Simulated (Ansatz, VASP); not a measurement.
**One calculation of Mg5O, two programs**

File INCAR:

```
SYSTEM = Mg5O
  PREC = Accurate
  ENCUT = 520
  EDIFF = 1E-6
  ISMEAR = 0
  SIGMA = 0.1
  LREAL = .FALSE.
  LASPH = .TRUE.
  NELM = 150
  ALGO = Normal
  ISIF = 2
  LWAVE = .FALSE.
  LCHARG = .FALSE.
  ISPIN = 2
  MAGMOM = 0 0 0 0 0 1
  LORBIT = 11
  GGA = PE
  NBANDS = 21
```

KPOINTS

```
regular mesh
0
G
  3 3 6
  0 0 0
```

The input POSCAR:

```
Mg5O
1.0
    7.0554740015      0.0000000000      0.0000000000
   -3.5277370007      6.1102197210      0.0000000000
    0.0000000000      0.0000000000      2.9431117983
Mg O
5 1
Direct
    0.0000000000      0.2365885728      0.0000000000
    0.7634114272      0.7634114272      0.0000000000
    0.2365885728      0.0000000000      0.0000000000
    0.6666666667      0.3333333333      0.5000000000
    0.3333333333      0.6666666667      0.5000000000
    0.0000000000      0.0000000000      0.5000000000
```

Input for Ansatz:

```yaml
crystal:
  lattice:
    - [7.0554740015, 0.0, 0.0]
    - [-3.5277370007, 6.110219721, 0.0]
    - [0.0, 0.0, 2.9431117983]
  atoms:
    - { symbol: Mg, position: [0.0, 0.2365885728, 0.0] }
    - { symbol: Mg, position: [0.7634114272, 0.7634114272, 0.0] }
    - { symbol: Mg, position: [0.2365885728, 0.0, 0.0] }
    - { symbol: Mg, position: [0.6666666667, 0.3333333333, 0.5] }
    - { symbol: Mg, position: [0.3333333333, 0.6666666667, 0.5] }
    - { symbol: O, position: [0.0, 0.0, 0.5], spin: 1.0 }
basis:
  ecutwfc: 420
kpoints:
  mp_grid: { grid: [3, 3, 6] }
hamiltonian:
  xc: pbe
scf:
  occupations: { method: gaussian, width: 0.1 }
  lower_state_search: "off"
output:
  forces: true
  stress: true
  eigenvalues: true
  populations: true
magnetization:
  spin_polarized: true
```

Change from the starting cell: species swapped into the MgCd5 type (P-62m, No. 189).

Alike in both runs: task single point; functional PBE; k mesh 3 × 3 × 6; occupations gaussian, width 0.1 eV; collinear spin.

|  | VASP | Ansatz |
| --- | --- | --- |
| version | VASP 6.6.1 | Ansatz 0.2.0 |
| potentials or method | VASP PAW PBE potentials, release 64 (Mg, O), cutoff 520 eV | scalar-relativistic, plane waves, PAW |
| valence electrons in the cell | 16 | 56 |

Ansatz gave:

- gap on the k mesh at the Fermi level (eV): none
- pressure (GPa): 0.0
- rms of the force components (eV/Å): 0.002
- net moment per atom (μB): 0.00

Problem. What did VASP give for the same quantities?

Solution. gap on the k mesh at the Fermi level (eV): none; pressure (GPa): -0.2; rms of the force components (eV/Å): 0.005; net moment per atom (μB): 0.00.

Atom by atom the forces differ by 0.004 eV/Å (rms over components). A gap of «none» marks a metal or a gap that the smearing closes. With one functional, cell and mesh, what is left measures potentials, basis and numerics. VASP's potentials hold 16 valence electrons a cell and Ansatz's 56, so a difference there can come from the potentials and not from the codes. Ansatz's warnings: seeded moment not kept.
